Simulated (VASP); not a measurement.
Crystal: SrCl2.

```xyz
3
Lattice="0.0000 3.4884 3.4884 3.4884 0.0000 3.4884 3.4884 3.4884 0.0000" Properties=species:S:1:pos:R:3 pbc="T T T"
Sr    0.0000    0.0000    0.0000
Cl    5.2325    5.2325    5.2325
Cl    1.7442    1.7442    1.7442
```

Base run:

| Quantity | Value |
| --- | --- |
| Program | VASP 6.6.1 |
| Functional | PBE-based screened hybrid with 35 % exact exchange |
| Potentials or basis | VASP PAW PBE potentials, release 64 (Sr_sv, Cl) |
| Cutoff | 520 eV |
| k mesh | 4 × 4 × 4 |
| Occupations | fermi-dirac, width 0.05 eV |
| Spin | no spin polarisation |

Its results: band gap on the k mesh 7.14 eV (least direct gap 7.34 eV); pressure 0.3 GPa.

**Question.** The run is repeated on the same cell with these changes: functional from PBE-based screened hybrid with 35 % exact exchange to PBE-based screened hybrid with 25 % exact exchange; share of exact exchange from 0.35 to 0.25. What comes out?

**Answer.** Band gap on the k mesh 6.62 eV (least direct gap 6.81 eV); pressure 0.6 GPa.

Caveats: the PAW data sets were made with another functional, which shifts forces and pressure a little.

A k mesh can miss the band edges.
